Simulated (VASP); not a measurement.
Input of a VASP 6.6.1 run:

The input INCAR:

```
PREC     = Accurate       # precision mode
ENCUT    = 600            # plane-wave cutoff, eV
EDIFF    = 1E-6           # SCF threshold, eV
ISMEAR   = 0              # smearing method
SIGMA    = 0.1            # smearing width, eV
LREAL    = False          # projectors in reciprocal space
LASPH    = True           # aspherical terms in the spheres
NELM     = 120            # most SCF steps
ALGO     = Normal         # electronic algorithm
ISIF     = 2              # what is computed and relaxed
LWAVE    = False          # write WAVECAR
LCHARG   = True           # write CHGCAR
GGA      = PE             # functional
LELF     = True           # ELF
LVHAR    = True         
NBANDS   = 30             # bands
GGA_COMPAT= False
```

KPOINTS

```
Automatic mesh
0
Gamma
  4 4 4
```

Contents of POSCAR:

```
Ge2Sb2O
1.0
    3.0638052625      0.0000000000      0.0000000000
    0.0000000000      3.0638052625      0.0000000000
    0.0000000000      0.0000000000     11.2530714019
Ge Sb O
2 2 1
Direct
    0.5000000000      0.5000000000      0.5000000000
    0.5000000000      0.5000000000      0.0000000000
    0.5000000000      0.5000000000      0.7490593166
    0.5000000000      0.5000000000      0.2509406834
    0.0000000000      0.0000000000      0.0000000000
```

Potentials or basis: VASP PAW PBE potentials, release 64 (Ge_d, Sb, O).

The run is started by

```sh
$ cat potpaw_PBE.64/Ge_d/POTCAR potpaw_PBE.64/Sb/POTCAR potpaw_PBE.64/O/POTCAR > POTCAR
$ mpirun -np 1 vasp_std > vasp.out
```

What does it give for the band gap on the k mesh?

Zero (bands 22 and 23 overlap by 5.41 eV).

Estimate the pressure.

0.1 GPa.

Stress tensor (GPa, compression positive):
```
0.03 0.00 0.00
0.00 0.03 0.00
0.00 0.00 0.14
```

Caveat: the k points lie up to 0.51 Å⁻¹ apart, too coarse for converged energies and pressures of a metal; spin-orbit coupling is left out, which moves the levels of the heavy elements.
